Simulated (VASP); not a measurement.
# ZrSi2 (Cmcm) in VASP: single point with PBE+D3(BJ)

Aim: the single point of ZrSi2 with PBE+D3(BJ).

Program: VASP 6.6.1. These are calculated values, not measurements. Logs are shortened: lines on timing, memory, paths and dates and some standing lists are left out, and cuts for length are marked.

### 1 The cell of the first run

The structure is orthorhombic, space group Cmcm (No. 63). Conventional cell: a = 3.665 Å, b = 14.528 Å, c = 3.645 Å, α = 90.00°, β = 90.00°, γ = 90.00°. Zr (site symmetry m2m) has 10 Si at 2.69 to 2.95 Å and 6 Zr at 3.55 to 3.66 Å within 3.7 Å. Within 3.2 Å of Si (site symmetry m2m) lie 2 Si at 2.40 Å and 6 Zr at 2.69 to 2.95 Å. Within 3.4 Å of Si (site symmetry m2m) lie 8 Si at 2.58 to 3.39 Å and 4 Zr at 2.79 Å.

### 2 Single point, PBE+D3(BJ)

The input, INCAR:

```
  PREC = Accurate
  ENCUT = 520
  EDIFF = 1E-7
  ISMEAR = 0
  SIGMA = 0.1
  LREAL = F
  LASPH = T
  NELM = 80
  ALGO = Normal
  ISIF = 2
  LWAVE = F
  LCHARG = T
  GGA = PE
  IVDW = 12
  LELF = T
  LVHAR = T
  NBANDS = 29
```

The input, KPOINTS:

```
Automatic mesh
0
Gamma
  10 10 10
```

The input, POSCAR:

```
ZrSi2
1.0
    1.8324750102     -7.2637525902      0.0000000000
    1.8324750102      7.2637525902      0.0000000000
    0.0000000000      0.0000000000      3.6449730210
Zr Si
2 4
Direct
    0.8952057352      0.1047942648      0.2500000000
    0.1047942648      0.8952057352      0.7500000000
    0.5539514104      0.4460485896      0.2500000000
    0.4460485896      0.5539514104      0.7500000000
    0.2502558460      0.7497441540      0.2500000000
    0.7497441540      0.2502558460      0.7500000000
```

Potentials or basis: VASP PAW PBE potentials, release 64 (Zr_sv, Si).

Command:

```bash
cat potpaw_PBE.64/Zr_sv/POTCAR potpaw_PBE.64/Si/POTCAR > POTCAR
mpirun -np 1 vasp_std > vasp.out
```

OUTCAR:

```text
PREC = Accurate
   ENCUT = 520
   EDIFF = 1E-7
   ISMEAR = 0
   LREAL = F
   LASPH = T
   NELM = 80
   ISIF = 2
   GGA = PE
   IVDW = 12
 IVDW          = 12

 ion  position               nearest neighbor table
   1  0.895  0.105  0.250-   4 2.69   4 2.69   4 2.69   4 2.69   6 2.79   6 2.79   5 2.79   5 2.79
                             3 2.95   3 2.95   2 3.55   2 3.55
   2  0.105  0.895  0.750-   3 2.69   3 2.69   3 2.69   3 2.69   5 2.79   5 2.79   6 2.79   6 2.79
                             4 2.95   4 2.95   1 3.55   1 3.55
   3  0.554  0.446  0.250-   4 2.40   4 2.40   2 2.69   2 2.69   2 2.69   2 2.69   1 2.95   1 2.95

   4  0.446  0.554  0.750-   3 2.40   3 2.40   1 2.69   1 2.69   1 2.69   1 2.69   2 2.95   2 2.95

   5  0.250  0.750  0.250-   6 2.58   6 2.58   6 2.58   6 2.58   2 2.79   2 2.79   1 2.79   1 2.79

   6  0.750  0.250  0.750-   5 2.58   5 2.58   5 2.58   5 2.58   1 2.79   1 2.79   2 2.79   2 2.79

  LATTYP: Found a base centered orthorhombic cell.
 ALAT       =     3.6649500204
 B/A-ratio  =     3.9639026725
 C/A-ratio  =     0.9945491755

  Lattice vectors:

 A1 = (   1.8324750102,  -7.2637525902,   0.0000000000)
 A2 = (   1.8324750102,   7.2637525902,   0.0000000000)
 A3 = (   0.0000000000,   0.0000000000,   3.6449730210)

Analysis of symmetry for initial positions (statically):
=====================================================================
 Subroutine PRICEL returns:
 Original cell was already a primitive cell.

 Routine SETGRP: Setting up the symmetry group for a
 base centered orthorhombic supercell.

 Subroutine GETGRP returns: Found  8 space group operations
 (whereof  4 operations were pure point group operations)
 out of a pool of  8 trial point group operations.

The static configuration has the point symmetry C_2h.
 The point group associated with its full space group is D_2h.

Analysis of symmetry for dynamics (positions and initial velocities):
=====================================================================
 Subroutine PRICEL returns:
 Original cell was already a primitive cell.

 Routine SETGRP: Setting up the symmetry group for a
 base centered orthorhombic supercell.

 Subroutine GETGRP returns: Found  8 space group operations
 (whereof  4 operations were pure point group operations)
 out of a pool of  8 trial point group operations.

The dynamic configuration has the point symmetry C_2h.
 The point group associated with its full space group is D_2h.

 Subroutine INISYM returns: Found  8 space group operations
 (whereof  4 operations are pure point group operations),
 and found     1 'primitive' translations

----------------------------------------------------------------------------------------

                                     Primitive cell

  volume of cell :      97.0339

  direct lattice vectors                    reciprocal lattice vectors
     1.832475010 -7.263752590  0.000000000     0.272855017 -0.068834944  0.000000000
     1.832475010  7.263752590  0.000000000     0.272855017  0.068834944  0.000000000
     0.000000000  0.000000000  3.644973021     0.000000000  0.000000000  0.274350453

  length of vectors
     7.491332749  7.491332749  3.644973021     0.281403820  0.281403820  0.274350453

  position of ions in fractional coordinates (direct lattice)
     0.895205735  0.104794265  0.250000000
     0.104794265  0.895205735  0.750000000
     0.553951410  0.446048590  0.250000000
     0.446048590  0.553951410  0.750000000
     0.250255846  0.749744154  0.250000000
     0.749744154  0.250255846  0.750000000

  ion indices of the primitive-cell ions
   primitive index   ion index
                 1           1
                 2           2
                 3           3
                 4           4
                 5           5
                 6           6

----------------------------------------------------------------------------------------

 KPOINTS: Automatic mesh

Automatic generation of k-mesh.
 Grid dimensions read from file:
 generate k-points for:   10   10   10

 Generating k-lattice:

  Cartesian coordinates                     Fractional coordinates (reciprocal lattice)
     0.027285502 -0.006883494  0.000000000     0.100000000  0.000000000  0.000000000
     0.027285502  0.006883494  0.000000000     0.000000000  0.100000000  0.000000000
     0.000000000  0.000000000  0.027435045     0.000000000  0.000000000  0.100000000

  Length of vectors
     0.028140382  0.028140382  0.027435045

  Shift w.r.t. Gamma in fractional coordinates (k-lattice)
     0.000000000  0.000000000  0.000000000

 Subroutine IBZKPT returns following result:
 ===========================================

 Found    186 irreducible k-points:

 Following reciprocal coordinates:
            Coordinates               Weight
  0.000000  0.000000  0.000000      1.000000
  0.100000  0.000000  0.000000      4.000000
  0.200000  0.000000  0.000000      4.000000
  0.300000  0.000000  0.000000      4.000000
  0.400000  0.000000  0.000000      4.000000
  0.500000  0.000000  0.000000      2.000000
[... 16 lines left out ...]
  0.300000  0.300000  0.000000      2.000000
  0.400000  0.300000  0.000000      4.000000
 [... further k-points ...]
   k-points           NKPTS =    186   k-points in BZ     NKDIM =    186   number of bands    NBANDS=     29
   number of dos      NEDOS =    301   number of ions     NIONS =      6
   total plane-waves  NPLWV =  87808
   dimension x,y,z NGX =    56 NGY =   56 NGZ =   28
   dimension x,y,z NGXF=   112 NGYF=  112 NGZF=   56
   ions per type =               2   4
   NGX,Y,Z   is equivalent  to a cutoff of  12.43, 12.43, 12.77 a.u.
   NGXF,Y,Z  is equivalent  to a cutoff of  24.85, 24.85, 25.54 a.u.
 SYSTEM =  unknown system
   PREC   = accura    normal or accurate (medium, high low for compatibility)
   ISTART =      0    job   : 0-new  1-cont  2-samecut
   ICHARG =      2    charge: 1-file 2-atom 10-const
   ISPIN  =      1    spin polarized calculation?
   LNONCOLLINEAR =      F non collinear calculations
   LSORBIT =      F    spin-orbit coupling
   LASPH  =      T    aspherical Exc in radial PAW
   ENCUT  =  520.0 eV  38.22 Ry    6.18 a.u.  13.93 13.93  6.78*2*pi/ulx,y,z
   NELM   =     80;   NELMIN=  2; NELMDL= -5     # of ELM steps
   EDIFF  = 0.1E-06   stopping-criterion for ELM
   LREAL  =      F    real-space projection
   EDIFFG = 0.1E-05   stopping-criterion for IOM
   NSW    =      0    number of steps for IOM
   IBRION =     -1    ionic relax: 0-MD 1-quasi-New 2-CG
   NFREE  =      0    steps in history (QN), initial steepest desc. (CG)
   ISIF   =      2    stress and relaxation
   ISYM   =      2    0-nonsym 1-usesym 2-fastsym
   POTIM  = 0.5000    time-step for ionic-motion
   TEBEG  =    0.0;   TEEND  =   0.0 temperature during run
   PSTRESS=    0.0 pullay stress
   NELECT =      40.0000    total number of electrons
   NUPDOWN=      -1.0000    fix difference up-down
   EMIN   =  10.00;   EMAX   =-10.00  energy-range for DOS
   EFERMI =   0.00;   METHOD = LEGACY
   ISMEAR =     0;   SIGMA  =   0.10  broadening in eV -4-tet -1-fermi 0-gaus
   EFERMI_NEDOS =   21; number of points for ismear=-14 and -15
   IALGO  =     38    algorithm
   IMIX   =      4    mixing-type and parameters
     AMIX     =   0.40;   BMIX     =  1.00
     AMIX_MAG =   1.60;   BMIX_MAG =  1.00
  volume/ion in A,a.u.               =      16.17       109.14
  Fermi-wavevector in a.u.,A,eV,Ry     =   1.218392  2.302427 20.197562  1.484479
  Thomas-Fermi vector in A             =   2.353680
   LORBIT       =      0    0 simple, 1 ext, 2 COOP (PROOUT), +10 PAW based schemes
   GGA     = PE    functional components
   LHFCALC =     F    Hartree Fock is set to
   AEXX    =    0.0000 exact exchange contribution
   IVDW    =    12    specifies the selected vdW correction
   LEPSILON=     F    determine dielectric tensor
   LRPA    =     F    only Hartree local field effects (RPA)
 non-spin polarized calculation
 Gauss-broadening in eV      SIGMA  =   0.10
  energy-cutoff  :      520.00
  volume of cell :       97.03
 maximum number of plane-waves:      2642
   NGX = 27   NGY = 27   NGZ = 13

 number of electron      39.9999998 magnetization

 Free energy of the ion-electron system (eV)
  ---------------------------------------------------
  ext. energy  EPLUGINS =         0.00000000
  ---------------------------------------------------
  free energy    TOTEN  =       -42.66052301 eV

  energy without entropy =      -42.65426345  energy(sigma->0) =      -42.65739323

 E-fermi :  10.4524     XC(G=0): -11.4212

 val. band max:       10.4428890655   @ k =   0.5000   0.2000   0.1000
 cond. band min:      10.4537960781   @ k =   0.2000   0.0000   0.0000
 fundamental gap:      0.0109070126
 Fermi energy:        10.4524015272

 k-point     1 :       0.0000    0.0000    0.0000
  band No.  band energies     occupation
      1     -38.1979      2.00000
      2     -38.1821      2.00000
      3     -16.4751      2.00000
      4     -16.3112      2.00000
      5     -16.2841      2.00000
      6     -16.2784      2.00000
[... 21 lines left out ...]
     28      13.3499      0.00000
     29      14.5371      0.00000

 k-point     2 :       0.1000    0.0000    0.0000
  band No.  band energies     occupation
      1     -38.1968      2.00000
      2     -38.1812      2.00000
      3     -16.4709      2.00000
      4     -16.3322      2.00000
      5     -16.3028      2.00000
      6     -16.2772      2.00000
[... 21 lines left out ...]
     28      13.9051      0.00000
     29      14.1946      0.00000

 k-point     3 :       0.2000    0.0000    0.0000
  band No.  band energies     occupation
      1     -38.1940      2.00000
      2     -38.1786      2.00000
      3     -16.4600      2.00000
      4     -16.3866      2.00000
      5     -16.3513      2.00000
      6     -16.2740      2.00000
[... 638 lines left out ...]
      5     -16.4282      2.00000
      6     -16.2714      2.00000
[... 21 lines left out ...]
     28      14.0519      0.00000
     29      14.4425      0.00000

 k-point    24 :       0.4000    0.3000    0.0000
  band No.  band energies     occupation
      1     -38.1904      2.00000
      2     -38.1756      2.00000
      3     -16.4606      2.00000
      4     -16.4298      2.00000
      5     -16.4101      2.00000
      6     -16.2797      2.00000
[... 21 lines left out ...]
     28      14.4283      0.00000
     29      14.6380      0.00000

 [... further k-points ...]

------------------------ aborting loop because EDIFF is reached ----------------------------------------

 Edisp (eV)   -3.00109

 E8    (eV) :    -1.3634

  FORCE on cell =-STRESS in cart. coord.  units (eV):
  Direction    XX          YY          ZZ          XY          YZ          ZX
  --------------------------------------------------------------------------------------
  -------------------------------------------------------------------------------------
  Total       0.02597     0.01302     0.00303     0.00000     0.00000     0.00000
  in kB       0.42874     0.21505     0.04998     0.00000     0.00000     0.00000
  external pressure =        0.23 kB  Pullay stress =        0.00 kB

 VOLUME and BASIS-vectors are now :
 -----------------------------------------------------------------------------
  energy-cutoff  :      520.00
  volume of cell :       97.03
      direct lattice vectors                 reciprocal lattice vectors
     1.832475010 -7.263752590  0.000000000     0.272855017 -0.068834944  0.000000000
     1.832475010  7.263752590  0.000000000     0.272855017  0.068834944  0.000000000
     0.000000000  0.000000000  3.644973021     0.000000000  0.000000000  0.274350453

 POSITION                                       TOTAL-FORCE (eV/Angst)
 -----------------------------------------------------------------------------------
      1.83248     -5.74135      0.91124         0.000000      0.002215     -0.000000
      1.83248      5.74135      2.73373         0.000000     -0.002215     -0.000000
      1.83248     -0.78378      0.91124         0.000000      0.011103      0.000000
      1.83248      0.78378      2.73373         0.000000     -0.011103     -0.000000
      1.83248      3.62816      0.91124         0.000000     -0.000219     -0.000000
      1.83248     -3.62816      2.73373         0.000000      0.000219     -0.000000
 -----------------------------------------------------------------------------------
    total drift:                                0.000000      0.000000     -0.000000

  FREE ENERGIE OF THE ION-ELECTRON SYSTEM (eV)
  ---------------------------------------------------
  free  energy   TOTEN  =       -45.6616112549 eV

  energy  without entropy=      -45.6553517014  energy(sigma->0) =      -45.65848148
```

Wall time 19 min (1 thread of Intel Xeon 8259CL, shared host); peak memory 0.59 GiB.

What came out:

```
Free energy                : -45.6616 eV
Pressure                   : 0.0 GPa
Largest force              : 0.011 eV/Å
Band gap on the k mesh     : zero (bands 20 and 21 overlap by 1.02 eV)
Dispersion energy per atom : -0.500 eV
```

Forces on the atoms (eV/Å):
```
Zr   0.000  0.002  0.000
Zr   0.000 -0.002  0.000
Si   0.000  0.011  0.000
Si   0.000 -0.011  0.000
Si   0.000  0.000  0.000
Si   0.000  0.000  0.000
```
